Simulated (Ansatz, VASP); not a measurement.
**Two plane-wave programs on SiC**

The input INCAR:

```
SYSTEM = SiC
ALGO = Normal
EDIFF = 1E-7
ENCUT = 520
GGA = PS
ISIF = 2
ISMEAR = 0
LASPH = .TRUE.
LCHARG = .FALSE.
LREAL = .FALSE.
LWAVE = .FALSE.
NBANDS = 11
NELM = 60
PREC = Accurate
SIGMA = 0.05
```

KPOINTS

```
k-points
0
G
  20 20 20
  0 0 0
```

Contents of POSCAR:

```
SiC
1.0
    0.0000000000      1.8078633819      1.8078633819
    1.8078633819      0.0000000000      1.8078633819
    1.8078633819      1.8078633819      0.0000000000
C Si
1 1
Direct
    0.0000000000      0.0000000000      0.0000000000
    0.5000000000      0.5000000000      0.5000000000
```

Input for Ansatz:

```yaml
crystal:
  lattice:
    - [0.0, 1.8078633819, 1.8078633819]
    - [1.8078633819, 0.0, 1.8078633819]
    - [1.8078633819, 1.8078633819, 0.0]
  atoms:
    - { symbol: C, position: [0.0, 0.0, 0.0] }
    - { symbol: Si, position: [0.5, 0.5, 0.5] }
basis:
  ecutwfc: 420
  ecutrho_ratio: 4
kpoints:
  mp_grid: { grid: [20, 20, 20] }
hamiltonian:
  xc: pbesol
scf:
  occupations: { method: gaussian, width: 0.05 }
output:
  forces: true
  stress: true
  eigenvalues: true
```

Alike in both runs: task single point; functional PBEsol; k mesh 20 × 20 × 20; occupations gaussian, width 0.05 eV; no spin polarisation.

|  | VASP | Ansatz |
| --- | --- | --- |
| version | VASP 6.6.1 | Ansatz 0.2.0 |
| potentials or method | VASP PAW PBE potentials, release 64 (C, Si), cutoff 520 eV | scalar-relativistic, plane waves, PAW |
| valence electrons in the cell | 8 | 8 |

```csv
,VASP,Ansatz,Ansatz less VASP
gap on the k mesh at the Fermi level (eV),0.59,0.62,+0.034
least direct gap on the mesh (eV),6.41,6.43,+0.022
```

VASP's potentials were made for PBE, not for PBEsol.
